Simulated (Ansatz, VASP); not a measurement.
## Two plane-wave programs on MgS

```xyz
2
Lattice="0.0000 2.5058 2.5058 2.5058 0.0000 2.5058 2.5058 2.5058 0.0000" Properties=species:S:1:pos:R:3 pbc="T T T"
Mg    0.0000    0.0000    0.0000
S     2.5058    2.5058    2.5058
```

Alike in both runs: task single point; functional PBE; k mesh 8 × 8 × 8; occupations gaussian, width 0.02 eV; no spin polarisation.

|  | VASP | Ansatz |
| --- | --- | --- |
| version | VASP 6.6.1 | Ansatz 0.2.0 |
| potentials or method | VASP PAW PBE potentials, release 64 (Mg, S), cutoff 520 eV | scalar-relativistic, plane waves, PAW |
| valence electrons in the cell | 8 | 16 |

|  | VASP | Ansatz | Ansatz less VASP |
| --- | --- | --- | --- |
| gap on the k mesh at the Fermi level (eV) | 3.01 | 3.02 | +0.007 |
| least direct gap on the mesh (eV) | 4.67 | 4.67 | +0.007 |
| pressure (GPa) | 11.9 | 12.3 | +0.33 |

VASP's potentials hold 8 valence electrons a cell and Ansatz's 16, so a difference there can come from the potentials and not from the codes.
